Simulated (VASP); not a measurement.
# Bi (R-3m) in VASP: electric field gradients with PBE

Aim: the electric field gradients of Bi with PBE.

All numbers are computed with VASP 6.6.1; they aren't measurements. Logs are shortened: lines on timing, memory, paths and dates and some standing lists are left out, and cuts for length are marked.

## 1. The cell of the first run

It takes space group R-3m (No. 166, trigonal). The conventional cell has a = 4.535 Å, b = 4.535 Å, c = 11.814 Å, α = 90.00°, β = 90.00°, γ = 120.00°. Within 4.0 Å of Bi (site symmetry 3m) lie 6 Bi at 3.06 to 3.52 Å.

## 2. Electric field gradients, PBE

Input file INCAR:

```
PREC = Accurate ; ENCUT = 520
EDIFF = 1E-8 ; ISMEAR = -1
SIGMA = 0.05 ; LREAL = F
LASPH = T ; NELM = 100
ALGO = Normal ; ISIF = 2
LWAVE = F ; LCHARG = F
GGA = PE ; LEFG = T
NBANDS = 22
```

Input file KPOINTS:

```
Automatic mesh
0
Gamma
  8 8 8
```

Input file POSCAR:

```
Bi
1.0
    2.2675000000      1.3091417354      3.9380000000
   -2.2675000000      1.3091417354      3.9380000000
    0.0000000000     -2.6182834708      3.9380000000
Bi
2
Direct
    0.2340000000      0.2340000000      0.2340000000
    0.7660000000      0.7660000000      0.7660000000
```

Potentials or basis: VASP PAW PBE potentials, release 64 (Bi_d).

Command:

```
> cat potpaw_PBE.64/Bi_d/POTCAR > POTCAR
> mpirun -np 1 vasp_std > vasp.out
```

OUTCAR:

```text
PREC = Accurate
   ENCUT = 520
   EDIFF = 1E-8
   ISMEAR = -1
   LREAL = F
   LASPH = T
   NELM = 100
   ISIF = 2
   GGA = PE

 ion  position               nearest neighbor table
   1  0.234  0.234  0.234-   2 3.06   2 3.06   2 3.06   2 3.52   2 3.52   2 3.52
   2  0.766  0.766  0.766-   1 3.06   1 3.06   1 3.06   1 3.52   1 3.52   1 3.52

  LATTYP: Found a trigonal (rhomboedric) cell.
 ALAT       =     4.7289800521
 COS(alpha) =     0.5401781303

  Lattice vectors:

 A1 = (   2.2675000000,   1.3091417354,   3.9380000000)
 A2 = (  -2.2675000000,   1.3091417354,   3.9380000000)
 A3 = (   0.0000000000,  -2.6182834708,   3.9380000000)

Analysis of symmetry for initial positions (statically):
=====================================================================
 Subroutine PRICEL returns:
 Original cell was already a primitive cell.

 Routine SETGRP: Setting up the symmetry group for a
 trigonal (rhombohedral) supercell.

 Subroutine GETGRP returns: Found 12 space group operations
 (whereof 12 operations were pure point group operations)
 out of a pool of 12 trial point group operations.

The static configuration has the point symmetry D_3d.

Analysis of symmetry for dynamics (positions and initial velocities):
=====================================================================
 Subroutine PRICEL returns:
 Original cell was already a primitive cell.

 Routine SETGRP: Setting up the symmetry group for a
 trigonal (rhombohedral) supercell.

 Subroutine GETGRP returns: Found 12 space group operations
 (whereof 12 operations were pure point group operations)
 out of a pool of 12 trial point group operations.

The dynamic configuration has the point symmetry D_3d.

 Subroutine INISYM returns: Found 12 space group operations
 (whereof 12 operations are pure point group operations),
 and found     1 'primitive' translations

----------------------------------------------------------------------------------------

                                     Primitive cell

  volume of cell :      70.1392

  direct lattice vectors                    reciprocal lattice vectors
     2.267500000  1.309141735  3.938000000     0.220507166  0.127309872  0.084645336
    -2.267500000  1.309141735  3.938000000    -0.220507166  0.127309872  0.084645336
     0.000000000 -2.618283471  3.938000000     0.000000000 -0.254619744  0.084645336

  length of vectors
     4.728980052  4.728980052  4.728980052     0.268320791  0.268320791  0.268320791

  position of ions in fractional coordinates (direct lattice)
     0.234000000  0.234000000  0.234000000
     0.766000000  0.766000000  0.766000000

  ion indices of the primitive-cell ions
   primitive index   ion index
                 1           1
                 2           2

----------------------------------------------------------------------------------------

 KPOINTS: Automatic mesh

Automatic generation of k-mesh.
 Grid dimensions read from file:
 generate k-points for:    8    8    8

 Generating k-lattice:

  Cartesian coordinates                     Fractional coordinates (reciprocal lattice)
     0.027563396  0.015913734  0.010580667     0.125000000 -0.000000000 -0.000000000
    -0.027563396  0.015913734  0.010580667    -0.000000000  0.125000000 -0.000000000
     0.000000000 -0.031827468  0.010580667    -0.000000000 -0.000000000  0.125000000

  Length of vectors
     0.033540099  0.033540099  0.033540099

  Shift w.r.t. Gamma in fractional coordinates (k-lattice)
     0.000000000  0.000000000  0.000000000

 Subroutine IBZKPT returns following result:
 ===========================================

 Found     65 irreducible k-points:

 Following reciprocal coordinates:
            Coordinates               Weight
  0.000000  0.000000  0.000000      1.000000
  0.125000  0.000000  0.000000      6.000000
  0.250000  0.000000  0.000000      6.000000
  0.375000  0.000000 -0.000000      6.000000
  0.500000  0.000000  0.000000      3.000000
  0.125000  0.125000  0.000000      6.000000
[... 16 lines left out ...]
  0.250000  0.125000  0.125000      6.000000
  0.375000  0.125000  0.125000      6.000000
 [... further k-points ...]
   k-points           NKPTS =     65   k-points in BZ     NKDIM =     65   number of bands    NBANDS=     22
   number of dos      NEDOS =    301   number of ions     NIONS =      2
   total plane-waves  NPLWV =  46656
   dimension x,y,z NGX =    36 NGY =   36 NGZ =   36
   dimension x,y,z NGXF=    72 NGYF=   72 NGZF=   72
   ions per type =               2
   NGX,Y,Z   is equivalent  to a cutoff of  12.66, 12.66, 12.66 a.u.
   NGXF,Y,Z  is equivalent  to a cutoff of  25.31, 25.31, 25.31 a.u.
 SYSTEM =  unknown system
   PREC   = accura    normal or accurate (medium, high low for compatibility)
   ISTART =      0    job   : 0-new  1-cont  2-samecut
   ICHARG =      2    charge: 1-file 2-atom 10-const
   ISPIN  =      1    spin polarized calculation?
   LNONCOLLINEAR =      F non collinear calculations
   LSORBIT =      F    spin-orbit coupling
   LASPH  =      T    aspherical Exc in radial PAW
   ENCUT  =  520.0 eV  38.22 Ry    6.18 a.u.   8.79  8.79  8.79*2*pi/ulx,y,z
   NELM   =    100;   NELMIN=  2; NELMDL= -5     # of ELM steps
   EDIFF  = 0.1E-07   stopping-criterion for ELM
   LREAL  =      F    real-space projection
   EDIFFG = 0.1E-06   stopping-criterion for IOM
   NSW    =      0    number of steps for IOM
   IBRION =     -1    ionic relax: 0-MD 1-quasi-New 2-CG
   NFREE  =      0    steps in history (QN), initial steepest desc. (CG)
   ISIF   =      2    stress and relaxation
   ISYM   =      2    0-nonsym 1-usesym 2-fastsym
   POTIM  = 0.5000    time-step for ionic-motion
   TEBEG  =    0.0;   TEEND  =   0.0 temperature during run
   PSTRESS=    0.0 pullay stress
   NELECT =      30.0000    total number of electrons
   NUPDOWN=      -1.0000    fix difference up-down
   EMIN   =  10.00;   EMAX   =-10.00  energy-range for DOS
   EFERMI =   0.00;   METHOD = LEGACY
   ISMEAR =    -1;   SIGMA  =   0.05  broadening in eV -4-tet -1-fermi 0-gaus
   EFERMI_NEDOS =   21; number of points for ismear=-14 and -15
   IALGO  =     38    algorithm
   IMIX   =      4    mixing-type and parameters
     AMIX     =   0.40;   BMIX     =  1.00
     AMIX_MAG =   1.60;   BMIX_MAG =  1.00
  volume/ion in A,a.u.               =      35.07       236.66
  Fermi-wavevector in a.u.,A,eV,Ry     =   1.233469  2.330919 20.700530  1.521446
  Thomas-Fermi vector in A             =   2.368198
   LORBIT       =      0    0 simple, 1 ext, 2 COOP (PROOUT), +10 PAW based schemes
   GGA     = PE    functional components
   LHFCALC =     F    Hartree Fock is set to
   AEXX    =    0.0000 exact exchange contribution
   IVDW    =     0    specifies the selected vdW correction
   LEPSILON=     F    determine dielectric tensor
   LRPA    =     F    only Hartree local field effects (RPA)
 non-spin polarized calculation
  energy-cutoff  :      520.00
  volume of cell :       70.14
 maximum number of plane-waves:      1934
   NGX = 17   NGY = 17   NGZ = 17

 number of electron      30.0000004 magnetization

 Free energy of the ion-electron system (eV)
  ---------------------------------------------------
  ext. energy  EPLUGINS =         0.00000000
  ---------------------------------------------------
  free energy    TOTEN  =        -7.76107969 eV

  energy without entropy =       -7.75915496  energy(sigma->0) =       -7.76011733

 E-fermi :   6.3798     XC(G=0):  -9.5455

 val. band max:        6.3188685348   @ k =   0.3750   0.1250   0.1250
 cond. band min:       6.5574248140   @ k =   0.3750   0.1250   0.1250
 fundamental gap:      0.2385562792
 Fermi energy:         6.3798094883

 k-point     1 :       0.0000    0.0000    0.0000
  band No.  band energies     occupation
      1     -16.5614      2.00000
      2     -16.5614      2.00000
      3     -16.4088      2.00000
      4     -16.4088      2.00000
      5     -16.3924      2.00000
      6     -16.2223      2.00000
[... 14 lines left out ...]
     21      12.1635      0.00000
     22      12.4961      0.00000

 k-point     2 :       0.1250    0.0000    0.0000
  band No.  band energies     occupation
      1     -16.5501      2.00000
      2     -16.5468      2.00000
      3     -16.4038      2.00000
      4     -16.4000      2.00000
      5     -16.3847      2.00000
      6     -16.2296      2.00000
[... 14 lines left out ...]
     21      12.3274      0.00000
     22      13.6572      0.00000

 k-point     3 :       0.2500    0.0000    0.0000
  band No.  band energies     occupation
      1     -16.5196      2.00000
      2     -16.5054      2.00000
      3     -16.3919      2.00000
      4     -16.3756      2.00000
      5     -16.3613      2.00000
      6     -16.2541      2.00000
[... 14 lines left out ...]
     21      13.0735      0.00000
     22      15.7754      0.00000

 k-point     4 :       0.3750    0.0000   -0.0000
  band No.  band energies     occupation
      1     -16.4821      2.00000
      2     -16.4446      2.00000
      3     -16.3793      2.00000
      4     -16.3417      2.00000
      5     -16.3293      2.00000
      6     -16.2923      2.00000
[... 14 lines left out ...]
     21      14.3708      0.00000
     22      16.3875      0.00000

 k-point     5 :       0.5000    0.0000    0.0000
  band No.  band energies     occupation
      1     -16.4628      2.00000
      2     -16.3930      2.00000
      3     -16.3723      2.00000
      4     -16.3510      2.00000
      5     -16.3130      2.00000
      6     -16.2977      2.00000
[... 417 lines left out ...]
 k-point    22 :       0.1250    0.1250    0.1250
  band No.  band energies     occupation
      1     -16.5505      2.00000
      2     -16.5505      2.00000
      3     -16.4041      2.00000
      4     -16.4041      2.00000
      5     -16.3877      2.00000
      6     -16.2264      2.00000
[... 14 lines left out ...]
     21      12.3703      0.00000
     22      13.4218      0.00000

 k-point    23 :       0.2500    0.1250    0.1250
  band No.  band energies     occupation
      1     -16.5422      2.00000
      2     -16.5223      2.00000
      3     -16.3959      2.00000
      4     -16.3941      2.00000
      5     -16.3779      2.00000
      6     -16.2352      2.00000
[... 14 lines left out ...]
     21      12.8689      0.00000
     22      13.9336      0.00000

 k-point    24 :       0.3750    0.1250    0.1250
  band No.  band energies     occupation
      1     -16.5076      2.00000
      2     -16.4860      2.00000
      3     -16.3786      2.00000
      4     -16.3732      2.00000
      5     -16.3587      2.00000
      6     -16.2553      2.00000
[... 14 lines left out ...]
     21      13.9081      0.00000
     22      15.3126      0.00000

 [... further k-points ...]

------------------------ aborting loop because EDIFF is reached ----------------------------------------

  FORCE on cell =-STRESS in cart. coord.  units (eV):
  Direction    XX          YY          ZZ          XY          YZ          ZX
  --------------------------------------------------------------------------------------
  -------------------------------------------------------------------------------------
  Total        0.9254074      0.9254074      0.9225021      0.0000000      0.0000000      0.0000000
  in kB       21.1389116     21.1389116     21.0725472      0.0000000      0.0000000      0.0000000
  external PRESSURE =      21.1167902 kB  Pullay stress =       0.0000000 kB

 VOLUME and BASIS-vectors are now :
 -----------------------------------------------------------------------------
  energy-cutoff  :      520.00
  volume of cell :       70.14
      direct lattice vectors                 reciprocal lattice vectors
     2.267500000  1.309141735  3.938000000     0.220507166  0.127309872  0.084645336
    -2.267500000  1.309141735  3.938000000    -0.220507166  0.127309872  0.084645336
     0.000000000 -2.618283471  3.938000000     0.000000000 -0.254619744  0.084645336

 POSITION                                       TOTAL-FORCE (eV/Angst)
 -----------------------------------------------------------------------------------
      0.00000      0.00000      2.76448         0.000000      0.000000      0.188204
      0.00000      0.00000      9.04952         0.000000      0.000000     -0.188204
 -----------------------------------------------------------------------------------
    total drift:                               -0.000000      0.000000     -0.000000

  FREE ENERGIE OF THE ION-ELECTRON SYSTEM (eV)
  ---------------------------------------------------
  free  energy   TOTEN  =        -7.7610796898 eV

  energy  without entropy=       -7.7591549633  energy(sigma->0) =       -7.76011733

 Electric field gradients (V/A^2)
---------------------------------------------------------------------
 ion       V_xx      V_yy      V_zz      V_xy      V_xz      V_yz
---------------------------------------------------------------------
   1      15.220    15.220   -30.441     0.000     0.000    -0.000
   2      15.220    15.220   -30.441     0.000    -0.000    -0.000
---------------------------------------------------------------------

 Electric field gradients after diagonalization (V/A^2)
 (convention: |V_zz| > |V_xx| > |V_yy|)
----------------------------------------------------------------------
 ion       V_xx      V_yy      V_zz     asymmetry (V_yy - V_xx)/ V_zz
----------------------------------------------------------------------
   1      15.220    15.220   -30.441       0.000
   2      15.220    15.220   -30.441       0.000
----------------------------------------------------------------------

           NMR quadrupolar parameters

 Cq : quadrupolar parameter    Cq=e*Q*V_zz/h
 eta: asymmetry parameters     (V_yy - V_xx)/ V_zz
 Q  : nuclear electric quadrupole moment in mb (millibarn)
----------------------------------------------------------------------
 ion       Cq(MHz)       eta       Q (mb)
----------------------------------------------------------------------
   1      -0.074       0.000       1.000
   2      -0.074       0.000       1.000
----------------------------------------------------------------------
```

It took 45 s on 1 thread of Intel Xeon 6975P-C (Granite Rapids), shared host; peak memory 0.23 GiB.

What came out:

- Free energy: -7.7611 eV
- Pressure: 2.1 GPa
- Largest force: 0.188 eV/Å
- Band gap on the k mesh: zero (bands 15 and 16 overlap by 0.20 eV)
- Largest electric field gradient by atom: Bi -30.4 V/Å²

Forces in eV/Å, atoms in the order of the input:
```
Bi   0.000  0.000  0.188
Bi   0.000  0.000 -0.188
```

Levels at points of the mesh, in eV from the Fermi level:
```tsv
k point	band 11	band 12	band 13	band 14	band 15	band 16	band 17	band 18	band 19	band 20
(0.00, 0.00, 0.00)	-13.12	-7.44	-1.48	-1.22	-1.22	2.50	2.97	2.97	5.66	5.78
(0.50, 0.00, 0.00)	-11.19	-10.54	-1.33	-1.19	-0.26	-0.26	0.53	1.03	7.52	8.49
(0.50, 0.50, 0.00)	-11.28	-9.46	-4.71	-3.03	-2.92	2.35	4.97	5.45	6.82	9.43
(0.50, 0.50, 0.50)	-11.88	-9.92	-0.94	-0.62	-0.62	0.68	0.68	0.75	7.02	9.09
```

Electric field gradients, principal values (V/Å²):
| atom | least | middle | greatest (by size) |
| --- | --- | --- | --- |
| 1 Bi | 15.220 | 15.220 | -30.441 |
| 2 Bi | 15.220 | 15.220 | -30.441 |

Caveat: without QUAD_EFG the Cq values of the log hold for a quadrupole moment of 1 mb, not for the nuclei; spin-orbit coupling is left out, which moves the levels of the heavy elements.
